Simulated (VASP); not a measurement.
Input of a VASP 6.6.1 run:

File POSCAR:

```
CdO
1.0
    0.0000000000      2.3530040401      2.3530040401
    2.3530040401      0.0000000000      2.3530040401
    2.3530040401      2.3530040401      0.0000000000
Cd O
1 1
Direct
    0.0000000000      0.0000000000      0.0000000000
    0.5000000000      0.5000000000      0.5000000000
```

Contents of INCAR.step1:

```
ALGO = Normal ; EDIFF = 1E-5
ENCUT = 660 ; GGA = PE
GGA_COMPAT = False ; ISMEAR = -1
LASPH = True ; LCHARG = False
LREAL = False ; LWAVE = True
NBANDS = 16 ; NELM = 120
PREC = Accurate ; SIGMA = 0.02
```

File INCAR.step2:

```
ALGO = Normal ; EDIFF = 1E-6
ENCUT = 660 ; GGA_COMPAT = False
ISIF = 2 ; ISMEAR = -1
ISTART = 1 ; IVDW = 13
LASPH = True ; LCHARG = False
LMIXTAU = True ; LREAL = False
LWAVE = False ; METAGGA = R2SCAN
NBANDS = 16 ; NELM = 120
PREC = Accurate ; SIGMA = 0.02
VDW_A1 = 0.51559235 ; VDW_A2 = 5.77342911
VDW_S6 = 1.0 ; VDW_S8 = 0.6018749
```

File KPOINTS:

```
k-points
0
Gamma
  6 6 6
```

Potentials or basis: VASP PAW PBE potentials, release 64 (Cd, O).

Command:

```console
$ cat potpaw_PBE.64/Cd/POTCAR potpaw_PBE.64/O/POTCAR > POTCAR
$ cp INCAR.step1 INCAR
$ mpirun -np 1 vasp_std > vasp.out
$ cp INCAR.step2 INCAR
$ mpirun -np 1 vasp_std > vasp.out
```

Predict the dispersion energy per atom.

-0.117 eV.

Estimate the band gap on the k mesh.

0.07 eV, indirect (least direct gap 1.40 eV).

 A k mesh can miss the band edges.
